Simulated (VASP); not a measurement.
BP (rocksalt type): single point with PBE

BP (rocksalt type):

```xyz
2
Lattice="0.0000 2.1598 2.1598 2.1598 0.0000 2.1598 2.1598 2.1598 0.0000" Properties=species:S:1:pos:R:3 pbc="T T T"
B     0.0000    0.0000    0.0000
P     2.1598    2.1598    2.1598
```

- Program: VASP 6.6.1
- Task: single point
- Functional: PBE
- Potentials or basis: VASP PAW PBE potentials, release 64 (B, P)
- Cutoff: 500 eV
- k mesh: 15 × 15 × 15
- Occupations: fermi-dirac, width 0.05 eV
- Spin: no spin polarisation

```
Pressure               : 0.0 GPa
Band gap on the k mesh : zero (bands 4 and 5 overlap by 4.19 eV)
```

Levels at points of the mesh, in eV from the Fermi level:
```tsv
k point	band 1	band 2	band 3	band 4	band 5	band 6	band 7	band 8
(0.00, 0.00, 0.00)	-16.89	0.03	0.03	0.03	6.53	7.94	7.94	7.94
```

Run time: 23 s on 1 thread of Intel Xeon 8259CL, on a shared host, peak memory 0.15 GiB.
